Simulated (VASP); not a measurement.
Set up this calculation in VASP 6.6.1, as the native input.

```yaml
Task: single point
Functional: HSE06
Potentials_or_basis: VASP PAW PBE potentials, release 64 (Mg, S)
Cutoff: 520 eV
k_mesh: 6 × 6 × 6
Occupations: gaussian, width 0.01 eV
Spin: no spin polarisation
Dipole_correction: no
Grid_for_exact_exchange_PRECFOCK: Normal
Further_INCAR_settings: ALGO = Normal; EDIFF = 1e-07; NBANDS = 11
Screening_parameter: 0.2079 1/Å
```

Crystal: MgS.

```
Mg S
1.0
    -0.08294    2.83088    2.83088
     2.83088   -0.08294    2.83088
     2.74793    2.74793    0.00000
Mg S
1 1
Direct
  0.99456 0.99456 0.00544
  0.25544 0.25544 0.24456
```

This cell differs from its parent crystal: shear xy strain -5.9%.

The input as run:

POSCAR

```
MgS
1.0
   -0.0829446914      2.8308768389      2.8308768389
    2.8308768389     -0.0829446914      2.8308768389
    2.7479321476      2.7479321476      0.0000000000
Mg S
1 1
Direct
   -0.0054400956     -0.0054400956      0.0054400956
    0.2554400956      0.2554400956      0.2445599044
```

INCAR.step1

```
SYSTEM = MgS
ALGO = Normal
EDIFF = 1E-5
ENCUT = 520
GGA = PE
ISIF = 2
ISMEAR = 0
LASPH = .True.
LCHARG = .False.
LREAL = .False.
LUSENCCL = .False.
LWAVE = .True.
NBANDS = 11
NELM = 60
PREC = Accurate
SIGMA = 0.01
```

INCAR.step2

```
SYSTEM = MgS
ALGO = Normal
EDIFF = 1E-7
ENCUT = 520
GGA = PE
HFSCREEN = 0.2079
ISIF = 2
ISMEAR = 0
ISTART = 1
LASPH = .True.
LCHARG = .False.
LHFCALC = .True.
LREAL = .False.
LUSENCCL = .False.
LWAVE = .False.
NBANDS = 11
NELM = 60
PREC = Accurate
PRECFOCK = Normal
SIGMA = 0.01
```

KPOINTS

```
k-points
0
Gamma
  6 6 6
  0 0 0
```

Potentials or basis: VASP PAW PBE potentials, release 64 (Mg, S).

Run with:

```console
$ cat potpaw_PBE.64/Mg/POTCAR potpaw_PBE.64/S/POTCAR > POTCAR
$ cp INCAR.step1 INCAR
$ mpirun -np 1 vasp_std > vasp.out
$ cp INCAR.step2 INCAR
$ mpirun -np 1 vasp_std > vasp.out
```

Results of the run:

| Property | Result |
| --- | --- |
| Pressure | -0.2 GPa |
| Band gap on the k mesh | 4.28 eV, direct |

Caveat: the cell differs from its parent crystal (shear xy strain -5.9%); the PAW data sets were made with another functional, which shifts forces and pressure a little.

It took 17 min on 1 × NVIDIA H100 80GB with 1 thread of AMD EPYC 7R13 Processor (Zen 3) (shared host), peak memory 1.3 GiB.
